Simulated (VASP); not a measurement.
Here is a VASP 6.6.1 calculation.

The input INCAR:

```
  ALGO = Normal
  EDIFF = 1E-6
  ENCUT = 520
  GGA = CA
  ISIF = 2
  ISMEAR = 1
  LASPH = T
  LCHARG = F
  LREAL = F
  LWAVE = F
  NBANDS = 32
  NELM = 60
  PREC = Accurate
  SIGMA = 0.1
```

KPOINTS

```
k-points
0
Gamma
  9 9 3
```

File POSCAR:

```
BPt2
1.0
    2.8887353647      0.0000000000      0.0000000000
   -1.4443676824      2.5017186228      0.0000000000
    0.0000000000      0.0000000000     10.2172364623
B Pt
2 4
Direct
    0.6666666667      0.3333333333      0.7500000000
    0.3333333333      0.6666666667      0.2500000000
    0.6666666667      0.3333333333      0.3837940000
    0.3333333333      0.6666666667      0.6162060000
    0.3333333333      0.6666666667      0.8837940000
    0.6666666667      0.3333333333      0.1162060000
```

Potentials or basis: VASP PAW LDA potentials, release 64 (B, Pt).

Run with:

```bash
$ cat potpaw_LDA.64/B/POTCAR potpaw_LDA.64/Pt/POTCAR > POTCAR
$ mpirun -np 1 vasp_std > vasp.out
```

Question: Predict the largest force.

Answer: 0.447 eV/Å.

Question: Predict the pressure.

Answer: 2.4 GPa.

Stress tensor (GPa, compression positive):
```
1.54 0.00 0.00
0.00 1.54 0.00
0.00 0.00 4.07
```
